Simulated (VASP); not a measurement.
A run of VASP 6.6.1 is set up as follows.

INCAR

```
  PREC = Accurate
  ENCUT = 520
  EDIFF = 1E-8
  ISMEAR = -1
  SIGMA = 0.02
  LREAL = F
  LASPH = T
  NELM = 100
  ALGO = Normal
  ISIF = 2
  LWAVE = F
  LCHARG = F
  GGA = PE
  LEFG = T
  NBANDS = 16
```

File KPOINTS:

```
regular mesh
0
Gamma
  7 7 7
```

POSCAR

```
CdS
1.0
   -0.0294295346      2.9282386976      2.9282386976
    2.9282386976     -0.0294295346      2.9282386976
    2.9282386976      2.9282386976     -0.0294295346
Cd S
1 1
Direct
    0.0000000000      0.0000000000      0.0000000000
    0.7500000000      0.7500000000      0.7500000000
```

Potentials or basis: VASP PAW PBE potentials, release 64 (Cd, S).

Command:

```console
$ cat potpaw_PBE.64/Cd/POTCAR potpaw_PBE.64/S/POTCAR > POTCAR
$ mpirun -np 1 vasp_std > vasp.out
```

(1) Estimate the largest force.

(2) Estimate the pressure.

(3) Estimate the band gap on the k mesh.

Results:

(1) 0.114 eV/Å.

(2) 1.5 GPa.

(3) 1.06 eV, direct.

Caveat: the cell differs from its parent crystal (equal xy, yz and zx shear strains of -1 %); without QUAD_EFG the Cq values of the log hold for a quadrupole moment of 1 mb, not for the nuclei.
